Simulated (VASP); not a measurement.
# WSe3 (P4/mmm) in VASP: further runs, part 2 of 2

VASP 6.6.1.

### Step 3. Single point, PBE

This run uses another cell than the first one, of 24.32 Å³/atom.

INCAR

```
ALGO     = Normal         # electronic algorithm
EDIFF    = 1E-6           # SCF threshold, eV
ENCUT    = 520            # plane-wave cutoff, eV
GGA      = PE             # functional
ISIF     = 2              # what is computed and relaxed
ISMEAR   = 0              # smearing method
LASPH    = T              # aspherical terms in the spheres
LCHARG   = T              # write CHGCAR
LELF     = T              # ELF
LREAL    = F              # projectors in reciprocal space
LVHAR    = T            
LWAVE    = F              # write WAVECAR
NBANDS   = 24             # bands
NELM     = 100            # most SCF steps
PREC     = Accurate       # precision mode
SIGMA    = 0.1            # smearing width, eV
```

KPOINTS

```
k-points
0
Gamma
  16 16 4
```

POSCAR

```
WSe3
1.0
    3.0256536527      0.0000000000      0.0000000000
    0.0000000000      3.0256536527      0.0000000000
    0.0000000000      0.0000000000     10.6243429244
W Se
1 3
Direct
    0.5000000000      0.5000000000      0.5000000000
    0.0000000000      0.0000000000      0.3515453546
    0.0000000000      0.0000000000      0.6484546454
    0.0000000000      0.0000000000      0.0000000000
```

Potentials or basis: VASP PAW PBE potentials, release 64 (W_sv, Se).

The run is started by

```sh
cat potpaw_PBE.64/W_sv/POTCAR potpaw_PBE.64/Se/POTCAR > POTCAR
mpirun -np 1 vasp_std > vasp.out
```

OUTCAR:

```text
EDIFF = 1E-6
   ENCUT = 520
   GGA = PE
   ISIF = 2
   ISMEAR = 0
   LASPH = T
   LREAL = F
   NELM = 100
   PREC = Accurate

 ion  position               nearest neighbor table
   1  0.500  0.500  0.500-   2 2.66   3 2.66   2 2.66   3 2.66   2 2.66   3 2.66   2 2.66   3 2.66

   2  0.000  0.000  0.352-   1 2.66   1 2.66   1 2.66   1 2.66
   3  0.000  0.000  0.648-   1 2.66   1 2.66   1 2.66   1 2.66
   4  0.000  0.000  0.000-
[... 848 lines left out ...]

  FORCE on cell =-STRESS in cart. coord.  units (eV):
  Direction    XX          YY          ZZ          XY          YZ          ZX
  --------------------------------------------------------------------------------------
  -------------------------------------------------------------------------------------
  Total        0.1104555      0.1104555      0.1025868      0.0000000      0.0000000     -0.0000000
  in kB        1.8195223      1.8195223      1.6899024      0.0000000      0.0000000     -0.0000000
  external PRESSURE =       1.7763157 kB  Pullay stress =       0.0000000 kB

 VOLUME and BASIS-vectors are now :
 -----------------------------------------------------------------------------
  energy-cutoff  :      520.00
  volume of cell :       97.26
      direct lattice vectors                 reciprocal lattice vectors
     3.025653653  0.000000000  0.000000000     0.330507095  0.000000000  0.000000000
     0.000000000  3.025653653  0.000000000     0.000000000  0.330507095  0.000000000
     0.000000000  0.000000000 10.624342924     0.000000000  0.000000000  0.094123468

 POSITION                                       TOTAL-FORCE (eV/Angst)
 -----------------------------------------------------------------------------------
      1.51283      1.51283      5.31217         0.000000      0.000000      0.000000
      0.00000      0.00000      3.73494         0.000000     -0.000000     -0.037182
      0.00000      0.00000      6.88940        -0.000000     -0.000000      0.037182
      0.00000      0.00000      0.00000         0.000000      0.000000      0.000000
 -----------------------------------------------------------------------------------
    total drift:                                0.000000      0.000000     -0.000000

  FREE ENERGIE OF THE ION-ELECTRON SYSTEM (eV)
  ---------------------------------------------------
  free  energy   TOTEN  =       -23.2777504931 eV

  energy  without entropy=      -23.2679183959  energy(sigma->0) =      -23.27283444
```

OSZICAR:

```text
N       E                     dE             d eps       ncg     rms          rms(c)
DAV:   1     0.217751453148E+03    0.21775E+03   -0.16503E+04  7448   0.123E+03
DAV:   2    -0.108843705884E+02   -0.22864E+03   -0.21555E+03  7584   0.293E+02
DAV:   3    -0.239859134766E+02   -0.13102E+02   -0.12566E+02  8544   0.638E+01
DAV:   4    -0.242147814234E+02   -0.22887E+00   -0.22829E+00  7136   0.904E+00
DAV:   5    -0.242174775755E+02   -0.26962E-02   -0.26955E-02  8352   0.107E+00    0.204E+01
DAV:   6    -0.238372439837E+02    0.38023E+00   -0.32087E+00  7376   0.134E+01    0.796E+00
DAV:   7    -0.238083019120E+02    0.28942E-01   -0.31488E+00  7624   0.106E+01    0.661E+00
DAV:   8    -0.232860562148E+02    0.52225E+00   -0.44187E-01  7760   0.482E+00    0.221E+00
DAV:   9    -0.232778989685E+02    0.81572E-02   -0.74060E-02  7528   0.175E+00    0.490E-01
DAV:  10    -0.232777172884E+02    0.18168E-03   -0.70043E-03  7680   0.552E-01    0.173E-01
DAV:  11    -0.232776996098E+02    0.17679E-04   -0.73416E-04  7440   0.169E-01    0.488E-02
DAV:  12    -0.232777240745E+02   -0.24465E-04   -0.63287E-05  7664   0.478E-02    0.231E-02
DAV:  13    -0.232777479562E+02   -0.23882E-04   -0.25759E-05  7040   0.268E-02    0.134E-02
DAV:  14    -0.232777497264E+02   -0.17702E-05   -0.12132E-06  6280   0.671E-03    0.290E-03
DAV:  15    -0.232777504931E+02   -0.76670E-06   -0.11587E-06  5400   0.513E-03
   1 F= -.23277750E+02 E0= -.23272834E+02  d E =-.983210E-02
```

stdout:

```text
POSCAR found type information on POSCAR W Se
 POSCAR found :  2 types and       4 ions
 scaLAPACK will be used
 LDA part: xc-table for (Slater+PW92), standard interpolation
 POSCAR, INCAR and KPOINTS ok, starting setup
 FFT: planning ... GRIDC
 FFT: planning ... GRID_SOFT
 FFT: planning ... GRID
 WAVECAR not read
 entering main loop
```

Run time: 96 s. Hardware: 1 thread of Intel Xeon 6975P-C (Granite Rapids), shared host; peak memory 0.4 GiB.

Results:

| Quantity | Value |
| --- | --- |
| Free energy | -23.2778 eV |
| Pressure | 0.2 GPa |
| Largest force | 0.037 eV/Å |
| Band gap on the k mesh | zero (bands 16 and 17 overlap by 1.19 eV) |

Forces on the atoms (eV/Å):
```
W    0.000  0.000  0.000
Se   0.000  0.000 -0.037
Se   0.000  0.000  0.037
Se   0.000  0.000  0.000
```

Caveat: spin-orbit coupling is left out, which moves the levels of the heavy elements; this functional lacks dispersion, which binds the layers, so the pressure and a relaxed spacing across them are unreliable.

### Step 4. Single point, PBE

This run uses another cell than the first one, of 24.32 Å³/atom.

INCAR

```
SYSTEM = WSe3
ALGO = Normal
EDIFF = 1E-7
ENCUT = 520
GGA = PE
ISIF = 2
ISMEAR = 0
LASPH = .TRUE.
LCHARG = .TRUE.
LELF = .TRUE.
LREAL = .FALSE.
LVHAR = .TRUE.
LWAVE = .FALSE.
NBANDS = 24
NELM = 100
PREC = Accurate
SIGMA = 0.1
```

KPOINTS

```
k-points
0
G
  16 16 6
  0 0 0
```

POSCAR is that of step 3.

The run is started by

```sh
cat potpaw_PBE.64/W_sv/POTCAR potpaw_PBE.64/Se/POTCAR > POTCAR
mpirun -np 1 vasp_std > vasp.out
```

Wall time 2.4 min (1 thread of Intel Xeon 6975P-C (Granite Rapids), shared host); peak memory 0.48 GiB.

It converged, with:

* Free energy: -23.2778 eV
* Pressure: 0.2 GPa
* Largest force: 0.037 eV/Å
* Band gap on the k mesh: zero (bands 16 and 17 overlap by 1.19 eV)

Forces on the atoms (eV/Å):
```
W    0.000  0.000  0.000
Se   0.000  0.000 -0.037
Se   0.000  0.000  0.037
Se   0.000  0.000  0.000
```

Levels at points of the mesh, in eV from the Fermi level:
```
           k point  band 12  band 13  band 14  band 15  band 16  band 17  band 18  band 19  band 20  band 21
(0.00, 0.00, 0.00)    -2.09    -1.25    -0.44    -0.04    -0.04     1.62     2.18     2.18     4.59     4.59
(0.50, 0.00, 0.00)    -3.08    -2.52    -2.45    -0.57     0.48     1.41     2.97     3.11     3.59     4.28
(0.50, 0.50, 0.00)    -4.71    -2.65    -2.65    -1.16    -0.47     1.01     2.62     2.62     3.66     3.76
(0.00, 0.00, 0.50)    -2.09    -2.09    -0.14    -0.04    -0.04     1.62     2.17     2.17     4.60     4.60
(0.50, 0.00, 0.50)    -2.94    -2.53    -2.45    -0.63     0.48     1.41     2.91     3.12     3.43     4.28
(0.50, 0.50, 0.50)    -4.74    -2.66    -2.66    -1.16    -0.08     0.52     2.66     2.66     3.66     3.72
```

Caveat: spin-orbit coupling is left out, which moves the levels of the heavy elements; this functional lacks dispersion, which binds the layers, so the pressure and a relaxed spacing across them are unreliable.

### Step 5. The runs side by side

| spin | cell | k mesh | gap on the mesh (eV) | pressure (GPa) | largest force (eV/Å) |
| --- | --- | --- | --- | --- | --- |
| collinear | a = 3.577, b = 3.577, c = 8.297 Å, 4 atoms, atomic positions A | 6 × 6 × 2 | none | -11.8 | 3.23 |
| off | a = 3.026, b = 3.026, c = 10.624 Å, 4 atoms, atomic positions B | 16 × 16 × 4 | none | 0.2 | 0.04 |
| off | a = 3.026, b = 3.026, c = 10.624 Å, 4 atoms, atomic positions B | 16 × 16 × 6 | none | 0.2 | 0.04 |

Alike in all rows: task single point; level PBE; potentials or basis VASP PAW PBE potentials, release 64 (W_sv, Se); cutoff (eV) 520; smearing gaussian 0.1 eV.

Caveats: some runs use coarse meshes; spin-orbit coupling is left out, which moves the levels of the heavy elements; this functional lacks dispersion, which binds the layers, so the pressure and a relaxed spacing across them are unreliable (at least some runs); forces of over 1 eV/Å act on the atoms, so gaps and moduli don't describe the material at rest (at least some runs).

Absolute energies hang on the potentials; compare differences alone.
